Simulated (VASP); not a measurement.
# Ti (P6/mmm) in VASP: further runs

Ti is run at these levels: r2SCAN; tasks: single point, relaxation of cell and atoms.

All numbers are computed with VASP 6.6.1; they aren't measurements. Logs are shortened: lines on timing, memory, paths and dates and some standing lists are left out, and cuts for length are marked.

## (1) The cell of the first run

Symmetry: P6/mmm, No. 191, hexagonal system. Conventional cell: a = 4.568 Å, b = 4.568 Å, c = 2.825 Å, α = 90.00°, β = 90.00°, γ = 120.00°. Within 3.7 Å of Ti (site symmetry 6/mmm) lie 14 Ti at 2.82 to 2.99 Å. Ti (site symmetry -6m2) has 11 Ti at 2.64 to 2.99 Å within 3.5 Å.

This isn't the form of Ti at room conditions, which is hcp.

## (2) Single point, r2SCAN

File POSCAR:

```
Ti
1.0
    4.5680217069      0.0000000000      0.0000000000
   -2.2840108534      3.9560228432      0.0000000000
    0.0000000000      0.0000000000      2.8245629321
Ti
3
Direct
    0.0000000000      0.0000000000      0.0000000000
    0.3333333333      0.6666666667      0.5000000000
    0.6666666667      0.3333333333      0.5000000000
```

File INCAR.step1:

```
  PREC = Accurate
  ENCUT = 520
  ISMEAR = 0
  SIGMA = 0.15
  LREAL = F
  LASPH = T
  NELM = 80
  NBANDS = 25
  GGA = PE
  ALGO = Normal
  EDIFF = 1E-4
  LWAVE = T
  LCHARG = F
```

File INCAR.step2:

```
  PREC = Accurate
  ENCUT = 520
  EDIFF = 1E-6
  ISMEAR = 0
  SIGMA = 0.15
  LREAL = F
  LASPH = T
  NELM = 80
  ALGO = Normal
  ISIF = 2
  LWAVE = F
  LCHARG = F
  METAGGA = R2SCAN
  LMIXTAU = T
  NBANDS = 25
  ISTART = 1
```

File KPOINTS:

```
Automatic mesh
0
Gamma
  12 12 12
```

Potentials or basis: VASP PAW PBE potentials, release 64 (Ti_sv).

Started as:

```
> cat potpaw_PBE.64/Ti_sv/POTCAR > POTCAR
> cp INCAR.step1 INCAR
> mpirun -np 1 vasp_std > vasp.out
> cp INCAR.step2 INCAR
> mpirun -np 1 vasp_std > vasp.out
```

OUTCAR:

```text
PREC = Accurate
   ENCUT = 520
   EDIFF = 1E-6
   ISMEAR = 0
   LREAL = F
   LASPH = T
   NELM = 80
   ISIF = 2
   METAGGA = R2SCAN
   ISTART = 1

 ion  position               nearest neighbor table
   1  0.000  0.000  0.000-
   2  0.333  0.667  0.500-   3 2.64   3 2.64   3 2.64
   3  0.667  0.333  0.500-   2 2.64   2 2.64   2 2.64

  LATTYP: Found a hexagonal cell.
 ALAT       =     4.5680217069
 C/A-ratio  =     0.6183339558

  Lattice vectors:

 A1 = (   4.5680217069,   0.0000000000,   0.0000000000)
 A2 = (  -2.2840108534,   3.9560228432,   0.0000000000)
 A3 = (   0.0000000000,   0.0000000000,   2.8245629321)

Analysis of symmetry for initial positions (statically):
=====================================================================
 Subroutine PRICEL returns:
 Original cell was already a primitive cell.

 Routine SETGRP: Setting up the symmetry group for a
 hexagonal supercell.

 Subroutine GETGRP returns: Found 24 space group operations
 (whereof 24 operations were pure point group operations)
 out of a pool of 24 trial point group operations.

The static configuration has the point symmetry D_6h.

Analysis of symmetry for dynamics (positions and initial velocities):
=====================================================================
 Subroutine PRICEL returns:
 Original cell was already a primitive cell.

 Routine SETGRP: Setting up the symmetry group for a
 hexagonal supercell.

 Subroutine GETGRP returns: Found 24 space group operations
 (whereof 24 operations were pure point group operations)
 out of a pool of 24 trial point group operations.

The dynamic configuration has the point symmetry D_6h.

 Subroutine INISYM returns: Found 24 space group operations
 (whereof 24 operations are pure point group operations),
 and found     1 'primitive' translations

----------------------------------------------------------------------------------------

                                     Primitive cell

  volume of cell :      51.0432

  direct lattice vectors                    reciprocal lattice vectors
     4.568021707  0.000000000  0.000000000     0.218913145  0.126389563  0.000000000
    -2.284010853  3.956022843  0.000000000     0.000000000  0.252779127  0.000000000
     0.000000000  0.000000000  2.824562932     0.000000000  0.000000000  0.354037075

  length of vectors
     4.568021707  4.568021707  2.824562932     0.252779127  0.252779127  0.354037075

  position of ions in fractional coordinates (direct lattice)
     0.000000000  0.000000000  0.000000000
     0.333333333  0.666666667  0.500000000
     0.666666667  0.333333333  0.500000000

  ion indices of the primitive-cell ions
   primitive index   ion index
                 1           1
                 2           2
                 3           3

----------------------------------------------------------------------------------------

 KPOINTS: Automatic mesh

Automatic generation of k-mesh.
 Grid dimensions read from file:
 generate k-points for:   12   12   12

 Generating k-lattice:

  Cartesian coordinates                     Fractional coordinates (reciprocal lattice)
     0.018242762  0.010532464  0.000000000     0.083333333  0.000000000  0.000000000
     0.000000000  0.021064927  0.000000000     0.000000000  0.083333333  0.000000000
     0.000000000  0.000000000  0.029503090     0.000000000  0.000000000  0.083333333

  Length of vectors
     0.021064927  0.021064927  0.029503090

  Shift w.r.t. Gamma in fractional coordinates (k-lattice)
     0.000000000  0.000000000  0.000000000

 Subroutine IBZKPT returns following result:
 ===========================================

 Found    133 irreducible k-points:

 Following reciprocal coordinates:
            Coordinates               Weight
  0.000000  0.000000  0.000000      1.000000
  0.083333  0.000000  0.000000      6.000000
  0.166667  0.000000  0.000000      6.000000
  0.250000  0.000000  0.000000      6.000000
  0.333333 -0.000000  0.000000      6.000000
  0.416667  0.000000  0.000000      6.000000
[... 16 lines left out ...]
  0.250000  0.000000  0.083333     12.000000
  0.333333 -0.000000  0.083333     12.000000
 [... further k-points ...]
   k-points           NKPTS =    133   k-points in BZ     NKDIM =    133   number of bands    NBANDS=     25
   number of dos      NEDOS =    301   number of ions     NIONS =      3
   total plane-waves  NPLWV =  31104
   dimension x,y,z NGX =    36 NGY =   36 NGZ =   24
   dimension x,y,z NGXF=    72 NGYF=   72 NGZF=   48
   ions per type =               3
   NGX,Y,Z   is equivalent  to a cutoff of  13.10, 13.10, 14.13 a.u.
   NGXF,Y,Z  is equivalent  to a cutoff of  26.20, 26.20, 28.25 a.u.
 SYSTEM =  unknown system
   PREC   = accura    normal or accurate (medium, high low for compatibility)
   ISTART =      1    job   : 0-new  1-cont  2-samecut
   ICHARG =      0    charge: 1-file 2-atom 10-const
   ISPIN  =      1    spin polarized calculation?
   LNONCOLLINEAR =      F non collinear calculations
   LSORBIT =      F    spin-orbit coupling
   LASPH  =      T    aspherical Exc in radial PAW
   ENCUT  =  520.0 eV  38.22 Ry    6.18 a.u.   8.49  8.49  5.25*2*pi/ulx,y,z
   NELM   =     80;   NELMIN=  2; NELMDL=  0     # of ELM steps
   EDIFF  = 0.1E-05   stopping-criterion for ELM
   LREAL  =      F    real-space projection
   EDIFFG = 0.1E-04   stopping-criterion for IOM
   NSW    =      0    number of steps for IOM
   IBRION =     -1    ionic relax: 0-MD 1-quasi-New 2-CG
   NFREE  =      0    steps in history (QN), initial steepest desc. (CG)
   ISIF   =      2    stress and relaxation
   ISYM   =      2    0-nonsym 1-usesym 2-fastsym
   POTIM  = 0.5000    time-step for ionic-motion
   TEBEG  =    0.0;   TEEND  =   0.0 temperature during run
   PSTRESS=    0.0 pullay stress
   NELECT =      36.0000    total number of electrons
   NUPDOWN=      -1.0000    fix difference up-down
   EMIN   =  10.00;   EMAX   =-10.00  energy-range for DOS
   EFERMI =   0.00;   METHOD = LEGACY
   ISMEAR =     0;   SIGMA  =   0.15  broadening in eV -4-tet -1-fermi 0-gaus
   EFERMI_NEDOS =   21; number of points for ismear=-14 and -15
   IALGO  =     38    algorithm
   IMIX   =      4    mixing-type and parameters
     AMIX     =   0.40;   BMIX     =  1.00
     AMIX_MAG =   1.60;   BMIX_MAG =  1.00
  volume/ion in A,a.u.               =      17.01       114.82
  Fermi-wavevector in a.u.,A,eV,Ry     =   1.457235  2.753775 28.892432  2.123534
  Thomas-Fermi vector in A             =   2.574060
   LORBIT       =      0    0 simple, 1 ext, 2 COOP (PROOUT), +10 PAW based schemes
   METAGGA = R2SCAN    functional components
   LHFCALC =     F    Hartree Fock is set to
   AEXX    =    0.0000 exact exchange contribution
   IVDW    =     0    specifies the selected vdW correction
   LEPSILON=     F    determine dielectric tensor
   LRPA    =     F    only Hartree local field effects (RPA)
 non-spin polarized calculation
 Gauss-broadening in eV      SIGMA  =   0.15
  energy-cutoff  :      520.00
  volume of cell :       51.04
 maximum number of plane-waves:      1403
 NGX is ok and might be reduce to    36
   NGX = 17   NGY = 17   NGZ = 11

 number of electron      35.9999989 magnetization

 Free energy of the ion-electron system (eV)
  ---------------------------------------------------
  ext. energy  EPLUGINS =         0.00000000
  ---------------------------------------------------
  free energy    TOTEN  =       -38.91248293 eV

  energy without entropy =      -38.88748289  energy(sigma->0) =      -38.89998291

 E-fermi :   8.5055     XC(G=0): -12.5051

 val. band max:        8.4898727823   @ k =   0.3333   0.1667   0.0000
 cond. band min:       8.5214720073   @ k =   0.4167   0.0000   0.0833
 fundamental gap:      0.0315992250
 Fermi energy:         8.5054724945

 k-point     1 :       0.0000    0.0000    0.0000
  band No.  band energies     occupation
      1     -50.7409      2.00000
      2     -50.4945      2.00000
      3     -50.3269      2.00000
      4     -26.0086      2.00000
      5     -26.0085      2.00000
      6     -25.9406      2.00000
[... 17 lines left out ...]
     24      10.4690      0.00000
     25      10.6018      0.00000

 k-point     2 :       0.0833    0.0000    0.0000
  band No.  band energies     occupation
      1     -50.7397      2.00000
      2     -50.4929      2.00000
      3     -50.3297      2.00000
      4     -26.0431      2.00000
      5     -26.0371      2.00000
      6     -25.9053      2.00000
[... 17 lines left out ...]
     24      10.3106      0.00000
     25      10.8081      0.00000

 k-point     3 :       0.1667    0.0000    0.0000
  band No.  band energies     occupation
      1     -50.7365      2.00000
      2     -50.4881      2.00000
      3     -50.3380      2.00000
      4     -26.0941      2.00000
      5     -26.0641      2.00000
      6     -25.8524      2.00000
[... 17 lines left out ...]
     24      10.1892      0.00000
     25      11.0634      0.00000

 k-point     4 :       0.2500    0.0000    0.0000
  band No.  band energies     occupation
      1     -50.7321      2.00000
      2     -50.4800      2.00000
      3     -50.3508      2.00000
      4     -26.1396      2.00000
      5     -26.0666      2.00000
      6     -25.8042      2.00000
[... 17 lines left out ...]
     24      10.4524      0.00000
     25      11.3209      0.00000
[... 477 lines left out ...]
 k-point    22 :       0.1667    0.0000    0.0833
  band No.  band energies     occupation
      1     -50.7318      2.00000
      2     -50.4850      2.00000
      3     -50.3343      2.00000
      4     -26.0848      2.00000
      5     -26.0563      2.00000
      6     -25.8508      2.00000
[... 17 lines left out ...]
     24      10.2278      0.00000
     25      11.1587      0.00000

 k-point    23 :       0.2500    0.0000    0.0833
  band No.  band energies     occupation
      1     -50.7277      2.00000
      2     -50.4766      2.00000
      3     -50.3470      2.00000
      4     -26.1292      2.00000
      5     -26.0597      2.00000
      6     -25.8045      2.00000
[... 17 lines left out ...]
     24      10.4277      0.00000
     25      11.4390      0.00000

 k-point    24 :       0.3333   -0.0000    0.0833
  band No.  band energies     occupation
      1     -50.7238      2.00000
      2     -50.4653      2.00000
      3     -50.3626      2.00000
      4     -26.1636      2.00000
      5     -26.0382      2.00000
      6     -25.7683      2.00000
[... 17 lines left out ...]
     24      10.7481      0.00000
     25      11.3248      0.00000

 [... further k-points ...]

------------------------ aborting loop because EDIFF is reached ----------------------------------------

  FORCE on cell =-STRESS in cart. coord.  units (eV):
  Direction    XX          YY          ZZ          XY          YZ          ZX
  --------------------------------------------------------------------------------------
  -------------------------------------------------------------------------------------
  Total        0.1197322      0.1197322      0.1312789      0.0000000      0.0000000     -0.0000000
  in kB        3.7582285      3.7582285      4.1206657      0.0000000      0.0000000     -0.0000000
  external PRESSURE =       3.8790409 kB  Pullay stress =       0.0000000 kB

 VOLUME and BASIS-vectors are now :
 -----------------------------------------------------------------------------
  energy-cutoff  :      520.00
  volume of cell :       51.04
      direct lattice vectors                 reciprocal lattice vectors
     4.568021707  0.000000000  0.000000000     0.218913145  0.126389563  0.000000000
    -2.284010853  3.956022843  0.000000000     0.000000000  0.252779127  0.000000000
     0.000000000  0.000000000  2.824562932     0.000000000  0.000000000  0.354037075

 POSITION                                       TOTAL-FORCE (eV/Angst)
 -----------------------------------------------------------------------------------
      0.00000      0.00000      0.00000         0.000000      0.000000     -0.000000
     -0.00000      2.63735      1.41228         0.000000     -0.000000      0.000000
      2.28401      1.31867      1.41228        -0.000000      0.000000     -0.000000
 -----------------------------------------------------------------------------------
    total drift:                                0.000000      0.000000     -0.000000

  FREE ENERGIE OF THE ION-ELECTRON SYSTEM (eV)
  ---------------------------------------------------
  free  energy   TOTEN  =       -38.9124829281 eV

  energy  without entropy=      -38.8874828871  energy(sigma->0) =      -38.89998291
```

Wall time 14 min (1 thread of Intel Xeon 8259CL, shared host); peak memory 0.27 GiB.

Results:

```
Free energy            : -38.9125 eV
Pressure               : 0.4 GPa
Band gap on the k mesh : zero (bands 18 and 19 overlap by 0.23 eV)
```

Caveat: the PAW data sets were made with another functional, which shifts forces and pressure a little.

## (3) Relaxation of cell and atoms, r2SCAN, target pressure 5 GPa, at which the enthalpy is minimised

This run uses another cell than the first one, of 16.35 Å³/atom.

File POSCAR:

```
Ti
1.0
    4.5064466272      0.0000000000      0.0000000000
   -2.2532233136      3.9026972600      0.0000000000
    0.0000000000      0.0000000000      2.7887788297
Ti
3
Direct
    0.0000000000      0.0000000000      0.0000000000
    0.3333333333      0.6666666667      0.5000000000
    0.6666666667      0.3333333333      0.5000000000
```

File INCAR.step1:

```
ALGO = Normal
EDIFF = 1E-4
ENCUT = 600
GGA = PE
ISMEAR = 0
LASPH = True
LCHARG = False
LREAL = False
LWAVE = True
NELM = 80
PREC = Accurate
SIGMA = 0.1
```

File INCAR.step2:

```
ALGO = Normal
EDIFF = 1E-7
EDIFFG = -0.008
ENCUT = 600
IBRION = 2
ISIF = 3
ISMEAR = 0
ISTART = 1
LASPH = True
LCHARG = False
LMIXTAU = True
LREAL = False
LWAVE = False
METAGGA = R2SCAN
NELM = 80
NSW = 70
PREC = Accurate
PSTRESS = 50.0
SIGMA = 0.1
```

File KPOINTS:

```
k-points
0
Gamma
  12 12 14
```

Potentials or basis: VASP PAW PBE potentials, release 64 (Ti_sv).

Started as:

```
> cat potpaw_PBE.64/Ti_sv/POTCAR > POTCAR
> cp INCAR.step1 INCAR
> mpirun -np 1 vasp_std > vasp.out
> cp INCAR.step2 INCAR
> mpirun -np 1 vasp_std > vasp.out
```

It took 86 min on 1 thread of Oxide Virtual Turin-like, shared host; peak memory 0.27 GiB.

It converged, with:

```
Free energy                                                : -38.8739 eV
Relaxed volume                                             : 16.42 Å³/atom
Relaxed cell                                               : a = 4.513 Å, b = 4.513 Å, c = 2.794 Å, α = 90.00°, β = 90.00°, γ = 120.00°
Space group after relaxing (to 0.1 Å)                      : P6/mmm (No. 191)
Energy change on relaxing (the run minimises the enthalpy) : -2.5 meV/atom
Ionic steps                                                : 3
Pressure after relaxing                                    : 5.0 GPa
Band gap on the k mesh                                     : zero (bands 18 and 19 overlap by 0.28 eV)
```

The path:
```tsv
step	energy change (eV)	largest force (eV/Å)	pressure (GPa)	volume (Å³)
1	0.0000	0.0000	5.62	49.05
2	-0.0140	0.0000	4.38	49.50
3	-0.0074	0.0000	4.99	49.27
```

Final structure:
```xyz
3
Lattice="4.5126 0.0000 0.0000 -2.2563 3.9080 0.0000 0.0000 0.0000 2.7939" Properties=species:S:1:pos:R:3 pbc="T T T"
Ti    0.0000    0.0000    0.0000
Ti    0.0000    2.6053    1.3969
Ti    2.2563    1.3027    1.3969
```

Levels at points of the mesh, in eV from the Fermi level:
```csv
k point,band 14,band 15,band 16,band 17,band 18,band 19,band 20,band 21,band 22
"(0.00, 0.00, 0.00)",-2.14,-0.81,-0.81,-0.78,-0.78,0.04,0.85,1.48,1.48
"(0.50, 0.00, 0.00)",-3.87,-2.87,-0.46,-0.38,-0.37,0.07,0.66,1.06,1.17
"(0.00, 0.00, 0.50)",-2.34,-2.34,-1.98,-1.88,-1.88,1.16,1.16,1.45,1.45
"(0.50, 0.00, 0.50)",-2.32,-1.92,-1.36,-0.86,-0.79,0.45,0.94,1.02,1.21
```

Caveat: the cell is relaxed towards a set pressure, so the run minimises the enthalpy, not the energy; the PAW data sets were made with another functional, which shifts forces and pressure a little.
